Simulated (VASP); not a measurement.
Here is a VASP 6.6.1 calculation.

Contents of INCAR:

```
SYSTEM = Sb
ALGO = Normal
EDIFF = 1E-6
ENCUT = 520
GGA = RE
ISIF = 2
ISMEAR = -1
LASPH = .TRUE.
LCHARG = .FALSE.
LREAL = .FALSE.
LWAVE = .FALSE.
NBANDS = 8
NELM = 60
PREC = Accurate
SIGMA = 0.1
```

The input KPOINTS:

```
k-points
0
G
  13 13 13
  0 0 0
```

File POSCAR:

```
Sb
1.0
   -1.9553945390      1.9553945390      1.9553945390
    1.9553945390     -1.9553945390      1.9553945390
    1.9553945390      1.9553945390     -1.9553945390
Sb
1
Direct
    0.0000000000      0.0000000000      0.0000000000
```

Potentials or basis: VASP PAW PBE potentials, release 64 (Sb).

Run with:

```sh
$ cat potpaw_PBE.64/Sb/POTCAR > POTCAR
$ mpirun -np 1 vasp_std > vasp.out
```

Problem. Predict the pressure.

Solution. -3.8 GPa.

Caveat: the PAW data sets were made with another functional, which shifts forces and pressure a little.
